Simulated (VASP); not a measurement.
The system is MnS.

```xyz
2
Lattice="0.0000 2.6388 2.6388 2.6388 0.0000 2.6388 2.6388 2.6388 0.0000" Properties=species:S:1:pos:R:3 pbc="T T T"
Mn    0.0000    0.0000    0.0000
S     2.6388    2.6388    2.6388
```

Program: VASP 6.6.1. Alike in all runs: task single point; spin collinear, ferromagnetic start; cell as given; k mesh 9 × 9 × 9; cutoff (eV) 520.

Problem. Order these runs on this cell by their band gap on the k mesh, lowest first.
A. level PBE+D3(BJ); potentials or basis VASP PAW PBE potentials, release 64 (Mn_pv, S); smearing fermi-dirac 0.05 eV
B. level revPBE+U; potentials or basis VASP PAW PBE potentials, release 64 (Mn_pv, S); U Mn d U = 4.0 eV; smearing tetrahedron
C. level LDA+U; potentials or basis VASP PAW LDA potentials, release 64 (Mn_pv, S); U Mn d U = 4.5 eV; smearing methfessel-paxton 0.05 eV

Solution. A (metal), C (0.73 eV), B (0.99 eV).

Caveats: a cell with one magnetic atom can't hold antiferromagnetic order, which such compounds often take; the cell stands under tension (at least some runs); an odd mesh through Γ misses points on the zone boundary, where band edges can lie (at least some runs); semilocal functionals often make such compounds metallic where correlation or magnetic order opens a gap, which also shifts bond lengths (at least some runs).
